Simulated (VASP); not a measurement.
Set up this calculation in VASP 6.6.1, as the native input.

```
Task                   : relaxation of cell and atoms
Functional             : PBE
Potentials or basis    : VASP PAW PBE potentials, release 64 (Al, P)
Cutoff                 : 600 eV
k mesh                 : 8 × 8 × 10
Occupations            : gaussian, width 0.1 eV
Spin                   : no spin polarisation
Dipole correction      : no
Further INCAR settings : ALGO = Normal; EDIFF = 1e-06; IBRION = 2; EDIFFG = -0.01; NSW = 100; ISIF = 3
```

The structure of Al3P2 lies in POSCAR:

```
Al3P2
1.0
    5.2187786075      0.0000000000      0.0000000000
    0.0000000000      5.2187786075      0.0000000000
    0.0000000000      0.0000000000      4.3591795703
Al P
3 2
Direct
    0.0000000000      0.5000000000      0.0000000000
    0.5000000000      0.0000000000      0.0000000000
    0.0000000000      0.0000000000      0.0000000000
    0.5000000000      0.5000000000      0.5000000000
    0.5000000000      0.5000000000      0.0000000000
```

The cell was built from a structure type or drawn by symmetry, and may not be a known phase.

One way to write it, as run:

INCAR

```
SYSTEM = Al3P2
ALGO = Normal ; EDIFF = 1E-6
EDIFFG = -0.01 ; ENCUT = 600
GGA = PE ; IBRION = 2
ISIF = 3 ; ISMEAR = 0
LASPH = .True. ; LCHARG = .False.
LREAL = .False. ; LWAVE = .False.
NELM = 100 ; NSW = 100
PREC = Accurate ; SIGMA = 0.1
```

KPOINTS

```
k-points
0
Gamma
  8 8 10
  0 0 0
```

Potentials or basis: VASP PAW PBE potentials, release 64 (Al, P).

Command:

```sh
$ cat potpaw_PBE.64/Al/POTCAR potpaw_PBE.64/P/POTCAR > POTCAR
$ mpirun -np 1 vasp_std > vasp.out
```

It gave:

The relaxed volume is 23.70 Å³/atom, the relaxed cell is a = 5.223 Å, b = 5.223 Å, c = 4.343 Å, α = 90.00°, β = 90.00°, γ = 90.00° and the space group after relaxing (to 0.1 Å) is P4/mmm (No. 123). The energy gained by relaxing is 0.1 meV/atom. The ionic steps are 3 and the pressure after relaxing is 0.0 GPa. The band gap on the k mesh is zero (an odd number of electrons rules out a gap without spin polarisation).

Run time: 2.8 min on 1 thread of Intel(R) Xeon(R) Platinum 8488C (Sapphire Rapids), on a shared host, peak memory 0.33 GiB.
